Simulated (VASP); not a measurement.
Here is a VASP 6.6.1 calculation.

Contents of INCAR:

```
SYSTEM = O
PREC = Accurate
ENCUT = 600
EDIFF = 1E-6
ISMEAR = -1
SIGMA = 0.05
LREAL = .FALSE.
LASPH = .TRUE.
NELM = 120
ALGO = Normal
ISIF = 2
LWAVE = .FALSE.
LCHARG = .FALSE.
GGA = PS
NBANDS = 9
GGA_COMPAT = .FALSE.
```

Contents of KPOINTS:

```
regular mesh
0
G
  16 16 16
  0 0 0
```

Contents of POSCAR:

```
O
1.0
    1.9618614663      0.0000000000      0.0000000000
    0.0000000000      1.9618614663      0.0000000000
    0.0000000000      0.0000000000      1.9618614663
O
1
Direct
    0.0000000000      0.0000000000      0.0000000000
```

Potentials or basis: VASP PAW PBE potentials, release 64 (O).

The run is started by

```sh
$ cat potpaw_PBE.64/O/POTCAR > POTCAR
$ mpirun -np 1 vasp_std > vasp.out
```

Question: Predict the pressure.

Answer: -0.4 GPa.

Question: Estimate the band gap on the k mesh.

Answer: Zero (band 3 reaches 5.44 eV, above the bottom of band 4 at -0.58 eV).

Caveat: the PAW data sets were made with another functional, which shifts forces and pressure a little.
